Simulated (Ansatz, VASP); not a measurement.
**MgO in VASP and in Ansatz**

File INCAR:

```
PREC     = Accurate       # precision mode
ENCUT    = 520            # plane-wave cutoff, eV
EDIFF    = 1E-6           # SCF threshold, eV
ISMEAR   = 0              # smearing method
SIGMA    = 0.05           # smearing width, eV
LREAL    = False          # projectors in reciprocal space
LASPH    = True           # aspherical terms in the spheres
NELM     = 60             # most SCF steps
ALGO     = Normal         # electronic algorithm
ISIF     = 2              # what is computed and relaxed
LWAVE    = False          # write WAVECAR
LCHARG   = False          # write CHGCAR
NBANDS   = 36             # bands
```

The input KPOINTS:

```
Automatic mesh
0
Gamma
  4 4 4
```

POSCAR

```
MgO
1.0
    5.5230736673      0.0000000000      0.0000000000
    0.0000000000      5.5230736673      0.0000000000
    0.0000000000      0.0000000000      5.5230736673
Mg O
6 6
Direct
    0.2500000000     -0.0050243500      0.5000000000
    0.0000000000      0.5050243500      0.2500000000
    0.5000000000      0.7500000000      0.0000000000
    0.7500000000     -0.0050243500      0.5000000000
    0.0000000000      0.5050243500      0.7500000000
    0.5000000000      0.2500000000      0.0000000000
    0.2500000000      0.5257862058      0.0000000000
    0.5000000000     -0.0257862058      0.2500000000
    0.0000000000      0.7500000000      0.5000000000
    0.7500000000      0.5257862058      0.0000000000
    0.5000000000     -0.0257862058      0.7500000000
    0.0000000000      0.2500000000      0.5000000000
```

Input for Ansatz:

```yaml
crystal:
  lattice:
    - [5.5230736673, 0.0, 0.0]
    - [0.0, 5.5230736673, 0.0]
    - [0.0, 0.0, 5.5230736673]
  atoms:
    - { symbol: Mg, position: [0.25, -0.00502435, 0.5] }
    - { symbol: Mg, position: [0.0, 0.50502435, 0.25] }
    - { symbol: Mg, position: [0.5, 0.75, 0.0] }
    - { symbol: Mg, position: [0.75, -0.00502435, 0.5] }
    - { symbol: Mg, position: [0.0, 0.50502435, 0.75] }
    - { symbol: Mg, position: [0.5, 0.25, 0.0] }
    - { symbol: O, position: [0.25, 0.5257862058, 0.0] }
    - { symbol: O, position: [0.5, -0.0257862058, 0.25] }
    - { symbol: O, position: [0.0, 0.75, 0.5] }
    - { symbol: O, position: [0.75, 0.5257862058, 0.0] }
    - { symbol: O, position: [0.5, -0.0257862058, 0.75] }
    - { symbol: O, position: [0.0, 0.25, 0.5] }
basis:
  ecutwfc: 520.0
kpoints:
  mp_grid: { grid: [4, 4, 4] }
hamiltonian:
  xc: lda
  pseudopotentials: { kind: paw, azcp: { folder: soft_1 } }
scf:
  occupations: { method: gaussian, width: 0.05 }
output:
  forces: true
  stress: true
  eigenvalues: true
```

Change from the starting cell: mode 14 frozen in at -0.072 Å and mode 24 at +0.086 Å (largest displacements).

Alike in both runs: task single point; functional LDA; k mesh 4 × 4 × 4; occupations gaussian, width 0.05 eV; no spin polarisation.

|  | VASP | Ansatz |
| --- | --- | --- |
| version | VASP 6.6.1 | Ansatz 0.2.0 |
| potentials or method | VASP PAW LDA potentials, release 64 (Mg, O), cutoff 520 eV | scalar-relativistic, plane waves, PAW |
| valence electrons in the cell | 48 | 96 |

|  | VASP | Ansatz | Ansatz less VASP |
| --- | --- | --- | --- |
| gap on the k mesh at the Fermi level (eV) | 2.76 | 2.77 | +0.010 |
| least direct gap on the mesh (eV) | 2.76 | 2.77 | +0.010 |
| pressure (GPa) | 0.1 | 0.7 | +0.67 |
| traceless stress, the component that is largest in VASP (GPa) | -0.21 | -0.22 | -0.013 |
| rms of the force components (eV/Å) | 0.635 | 0.618 | -0.0168 |

Ansatz warns that its potentials were made for another functional, while VASP's fit it. LDA's correlation is that of Perdew and Zunger in VASP and of Perdew and Wang (1992) in Ansatz. Atom by atom the forces differ by 0.017 eV/Å (rms over components). VASP's potentials hold 48 valence electrons a cell and Ansatz's 96, so a difference there can come from the potentials and not from the codes.
